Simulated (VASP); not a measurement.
A run of VASP 6.6.1 is set up as follows.

Contents of INCAR:

```
SYSTEM = Zn4HO4
PREC = Accurate
ENCUT = 520
EDIFF = 1E-7
ISMEAR = 0
SIGMA = 0.05
LREAL = .FALSE.
LASPH = .TRUE.
NELM = 60
ALGO = Normal
ISIF = 2
LWAVE = .FALSE.
LCHARG = .FALSE.
GGA = PS
NBANDS = 46
```

File KPOINTS:

```
Automatic mesh
0
G
  4 4 8
  0 0 0
```

File POSCAR:

```
Zn4HO4
1.0
    5.5148137916      0.0000000000      0.0000000000
    0.0000000000      5.5148137916      0.0000000000
    0.0000000000      0.0000000000      3.2430062931
Zn O H
4 4 1
Direct
    0.1820657240      0.1820657240      0.5000000000
    0.8179342760      0.8179342760      0.5000000000
    0.6820657240      0.3179342760      0.0000000000
    0.3179342760      0.6820657240      0.0000000000
    0.8180023132      0.1819976868      0.5000000000
    0.1819976868      0.8180023132      0.5000000000
    0.6819976868      0.6819976868      0.0000000000
    0.3180023132      0.3180023132      0.0000000000
    1.0000405349      0.1819976868      0.4000000000
```

Potentials or basis: VASP PAW PBE potentials, release 64 (Zn, O, H).

Run with:

```bash
$ cat potpaw_PBE.64/Zn/POTCAR potpaw_PBE.64/O/POTCAR potpaw_PBE.64/H/POTCAR > POTCAR
$ mpirun -np 1 vasp_std > vasp.out
```

(1) What does it give for the band gap on the k mesh?

(2) What does it give for the pressure?

Results:

(1) zero (an odd number of electrons rules out a gap without spin polarisation).

(2) 22.7 GPa.

Caveat: atoms lie so close that the PAW spheres overlap strongly, which falsifies energies and pressures; the PAW data sets were made with another functional, which shifts forces and pressure a little; an odd number of electrons without spin polarisation forces a metal; a magnetic or distorted state may lie lower.
